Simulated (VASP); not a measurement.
Here is a VASP 6.6.1 calculation.

File INCAR:

```
SYSTEM = EuMn
PREC = Accurate
ENCUT = 520
EDIFF = 1E-6
ISMEAR = 0
SIGMA = 0.05
LREAL = .FALSE.
LASPH = .TRUE.
NELM = 150
ALGO = Normal
ISIF = 2
LWAVE = .FALSE.
LCHARG = .TRUE.
ISPIN = 2
MAGMOM = 7.4 -3.89
LORBIT = 11
LMAXMIX = 6
GGA = PS
LELF = .TRUE.
LVHAR = .TRUE.
NBANDS = 26
```

KPOINTS

```
regular mesh
0
G
  8 8 8
  0 0 0
```

File POSCAR:

```
EuMn
1.0
    3.5419504273      0.0000000000      0.0000000000
    0.0000000000      3.5419504273      0.0000000000
    0.0000000000      0.0000000000      3.5419504273
Eu Mn
1 1
Direct
    0.0000000000      0.0000000000      0.0000000000
    0.5000000000      0.5000000000      0.5000000000
```

Potentials or basis: VASP PAW PBE potentials, release 64 (Eu, Mn_pv).

Launch:

```sh
$ cat potpaw_PBE.64/Eu/POTCAR potpaw_PBE.64/Mn_pv/POTCAR > POTCAR
$ mpirun -np 1 vasp_std > vasp.out
```

**Question.** Predict the net moment.

**Answer.** 3.56 μB per cell.

**Question.** What does it give for the site moments?

**Answer.** Eu +6.59; Mn -3.49 μB.

 The state reached can hang on the start; a lower one may exist.
